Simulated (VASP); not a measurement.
Runs of VASP 6.6.1 on TiAl5. The structure is that of space group P6/mmm (No. 191), or close to it. The cells are those of the table. 

```tsv
task	spin	cell	cutoff (eV)	gap on the mesh (eV)	pressure (GPa)
single point	off	a = 5.100, b = 5.100, c = 4.310 Å, angles 90.0, 90.0, 120.0°, 6 atoms	520	none	(a)
single point	off	a = 5.239, b = 5.239, c = 4.395 Å, angles 90.0, 90.0, 120.0°, 6 atoms	520	none	0.1
single point	collinear, ferromagnetic start	a = 5.239, b = 5.239, c = 4.395 Å, angles 90.0, 90.0, 120.0°, 6 atoms	520	none	0.6
relaxation of cell and atoms	off	relaxed from a = 5.100, b = 5.100, c = 4.310 Å, angles 90.0, 90.0, 120.0°, 6 atoms	600	none	-0.1
```

Alike in all rows: level PBE; potentials or basis VASP PAW PBE potentials, release 64 (Ti_sv, Al); k mesh 6 × 6 × 4; smearing gaussian 0.1 eV.

Question: Estimate the missing entries.

Answer: (a) 7.2.

Caveats: some runs use coarse meshes.

A gap of «none» marks levels without a gap at the run's occupations.
